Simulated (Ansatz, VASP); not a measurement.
# CaH4 in VASP and in Ansatz

```
Ca H
1.0
    -1.64240    1.64240    2.75352
     1.64240   -1.64240    2.75352
     1.64240    1.64240   -2.75352
Ca H
1 4
Cartesian
  0.0000 0.0000 0.0000
  0.0000 1.6424 1.3768
  1.6424 0.0000 1.3768
  0.0000 0.0000 2.1267
  0.0000 0.0000 3.3804
```

Alike in both runs: task single point; functional PBEsol; k mesh 10 × 10 × 10; occupations gaussian, width 0.03 eV; no spin polarisation.

```csv
,VASP,Ansatz
version,VASP 6.6.1,Ansatz 0.2.0
potentials or method,"VASP PAW PBE potentials, release 64 (Ca_sv, H), cutoff 500 eV","scalar-relativistic, plane waves, PAW"
valence electrons in the cell,14,14
```

Ansatz gave:

| Quantity | Value |
| --- | --- |
| gap on the k mesh at the Fermi level (eV) | none |
| pressure (GPa) | 17.0 |
| traceless stress, the component that is largest in VASP (GPa) | -0.22 |
| rms of the force components (eV/Å) | 0.679 |

Q: What did VASP give for the same quantities?

A: gap on the k mesh at the Fermi level (eV): none; pressure (GPa): 17.3; traceless stress, the component that is largest in VASP (GPa): -0.16; rms of the force components (eV/Å): 0.681.

VASP's potentials were made for PBE, not for PBEsol. Atom by atom the forces differ by 0.002 eV/Å (rms over components). A gap of «none» marks a metal or a gap that the smearing closes. The functional is the same, so the differences come from potentials, cutoffs and numerics.
